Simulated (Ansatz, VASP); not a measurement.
Ge in VASP and in Ansatz

```
Ge
1.0
     0.00000    2.89949    2.89949
     2.89949    0.00000    2.89949
     2.89949    2.89949    0.00000
Ge
2
Direct
  0.50000 0.50000 0.50000
  0.75000 0.75000 0.75000
```

Change from the starting cell: strain +0.025 along x and y, +0.025 along z, atoms carried along.

Alike in both runs: task single point; functional PBEsol; k mesh 14 × 14 × 14; occupations gaussian, width 0.15 eV; no spin polarisation.

```csv
,VASP,Ansatz
version,VASP 6.6.1,Ansatz 0.2.0
potentials or method,"VASP PAW PBE potentials, release 64 (Ge_d), cutoff 520 eV","scalar-relativistic, plane waves, PAW"
valence electrons in the cell,28,28
```

```tsv
	VASP	Ansatz	Ansatz less VASP
gap on the k mesh at the Fermi level (eV)	none	none	-
pressure (GPa)	-3.8	-3.7	+0.07
```

VASP's potentials were made for PBE, not for PBEsol. A gap of «none» marks a metal or a gap that the smearing closes. With one functional, cell and mesh, what is left measures potentials, basis and numerics.
